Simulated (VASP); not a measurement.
Write the native input for VASP 6.6.1 that does the following.

```
Task                   : single point
Functional             : r2SCAN
Potentials or basis    : VASP PAW PBE potentials, release 64 (Nb_sv)
Cutoff                 : 520 eV
k mesh                 : 20 × 20 × 20
Occupations            : gaussian, width 0.15 eV
Spin                   : no spin polarisation
Dipole correction      : no
Further INCAR settings : ALGO = Normal; EDIFF = 1e-07; NBANDS = 12
```

The system is Nb.

```
Nb
1.0
     0.00000    2.00925    2.22075
     2.00925    0.00000    2.22075
     2.00925    2.00925    0.00000
Nb
1
Direct
  0.00000 0.00000 0.00000
```

This cell differs from its parent crystal: strain -0.050 along x and y, +0.050 along z.

These files were run (other wordings do the same):

POSCAR

```
Nb
1.0
    0.0000000000      2.0092500000      2.2207500000
    2.0092500000      0.0000000000      2.2207500000
    2.0092500000      2.0092500000      0.0000000000
Nb
1
Direct
    0.0000000000      0.0000000000      0.0000000000
```

INCAR.step1

```
ALGO = Normal
EDIFF = 1E-4
ENCUT = 520
GGA = PE
ISMEAR = 0
LASPH = T
LCHARG = F
LREAL = F
LWAVE = T
NBANDS = 12
NELM = 80
PREC = Accurate
SIGMA = 0.15
```

INCAR.step2

```
ALGO = Normal
EDIFF = 1E-7
ENCUT = 520
ISIF = 2
ISMEAR = 0
ISTART = 1
LASPH = T
LCHARG = F
LMIXTAU = T
LREAL = F
LWAVE = F
METAGGA = R2SCAN
NBANDS = 12
NELM = 80
PREC = Accurate
SIGMA = 0.15
```

KPOINTS

```
k-points
0
Gamma
  20 20 20
```

Potentials or basis: VASP PAW PBE potentials, release 64 (Nb_sv).

Launch:

```sh
$ cat potpaw_PBE.64/Nb_sv/POTCAR > POTCAR
$ cp INCAR.step1 INCAR
$ mpirun -np 1 vasp_std > vasp.out
$ cp INCAR.step2 INCAR
$ mpirun -np 1 vasp_std > vasp.out
```

It gave:

```json
{
  "Pressure": "5.6 GPa",
  "Band gap on the k mesh": "zero (an odd number of electrons rules out a gap without spin polarisation)"
}
```

Caveat: the cell differs from its parent crystal (strain -0.050 along x and y, +0.050 along z); the cell stands under pressure; the PAW data sets were made with another functional, which shifts forces and pressure a little.

Run time: 8 min on 1 thread of AMD EPYC 9R14 (Zen 4) (shared host), peak memory 0.23 GiB.
